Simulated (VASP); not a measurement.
Wanted: the native input for a VASP 6.6.1 run.

- Task: single point
- Functional: r2SCAN
- Dispersion: D3(BJ)
- Potentials or basis: VASP PAW PBE potentials, release 64 (Cl)
- Cutoff: 520 eV
- k mesh: 1 × 1 × 1
- Occupations: fermi-dirac, width 0.02 eV
- Spin: no spin polarisation
- Dipole correction: no
- Further INCAR settings: ALGO = Normal; EDIFF = 1e-06; NBANDS = 54

Cl:

```xyz
12
Lattice="7.1138 0.0000 0.0000 0.0000 7.1138 0.0000 0.0000 0.0000 7.1138" Properties=species:S:1:pos:R:3 pbc="T T T"
Cl    7.8294    1.9290    6.6205
Cl    7.0743    2.0133    8.3996
Cl    4.9505    5.2698    2.3870
Cl    2.7220    5.4033    2.2902
Cl    3.9638    1.3164    0.8533
Cl    4.3435    0.2110   -0.7642
Cl    0.4366    5.4437    4.8883
Cl    2.2154    6.5602    5.5125
Cl    4.0497    2.8017    4.9453
Cl    4.3917    1.4063    3.5236
Cl    0.3023    5.3858    2.4382
Cl    0.1336    5.5682    0.1191
```

The input as run:

POSCAR

```
Cl
1.0
    7.1137870000      0.0000000000      0.0000000000
    0.0000000000      7.1137870000      0.0000000000
    0.0000000000      0.0000000000      7.1137870000
Cl
12
Direct
    1.1005952245      0.2711635870      0.9306576090
    0.9944492294      0.2830138153      1.1807494377
    0.6959021967      0.7407868692      0.3355456102
    0.3826372648      0.7595532450      0.3219382306
    0.5571997025      0.1850491166      0.1199501756
    0.6105749301      0.0296607138     -0.1074252012
    0.0613737802      0.7652323580      0.6871586119
    0.3114234373      0.9221811111      0.7749037187
    0.5692748462      0.3938408614      0.6951712217
    0.6173505054      0.1976865487      0.4953198627
    0.0424949468      0.7570932332      0.3427429019
    0.0187804330      0.7827335848      0.0167421375
```

INCAR.step1

```
SYSTEM = Cl
  PREC = Accurate
  ENCUT = 520
  ISMEAR = -1
  SIGMA = 0.02
  LREAL = .False.
  LASPH = .True.
  NELM = 80
  NBANDS = 54
  GGA = PE
  ALGO = Normal
  EDIFF = 1E-4
  LWAVE = .True.
  LCHARG = .False.
```

INCAR.step2

```
SYSTEM = Cl
  PREC = Accurate
  ENCUT = 520
  EDIFF = 1E-6
  ISMEAR = -1
  SIGMA = 0.02
  LREAL = .False.
  LASPH = .True.
  NELM = 80
  ALGO = Normal
  ISIF = 2
  LWAVE = .False.
  LCHARG = .False.
  METAGGA = R2SCAN
  LMIXTAU = .True.
  IVDW = 12
  VDW_S6 = 1.0
  VDW_S8 = 0.78981345
  VDW_A1 = 0.49484001
  VDW_A2 = 5.73083694
  NBANDS = 54
  ISTART = 1
```

KPOINTS

```
regular mesh
0
Gamma
  1 1 1
  0 0 0
```

Potentials or basis: VASP PAW PBE potentials, release 64 (Cl).

The run is started by

```sh
$ cat potpaw_PBE.64/Cl/POTCAR > POTCAR
$ cp INCAR.step1 INCAR
$ mpirun -np 1 vasp_gam > vasp.out
$ cp INCAR.step2 INCAR
$ mpirun -np 1 vasp_gam > vasp.out
```

Results of the run:

The pressure is 0.3 GPa. The largest force is 1.278 eV/Å and the dispersion energy per atom is -0.071 eV.

Caveat: the k points lie up to 0.88 Å⁻¹ apart; the atoms stand as in a frame of molecular dynamics; the PAW data sets were made with another functional, which shifts forces and pressure a little.

It took 57 s on 1 thread of Intel(R) Xeon(R) 6975P-C (Granite Rapids) (shared host), peak memory 0.4 GiB.
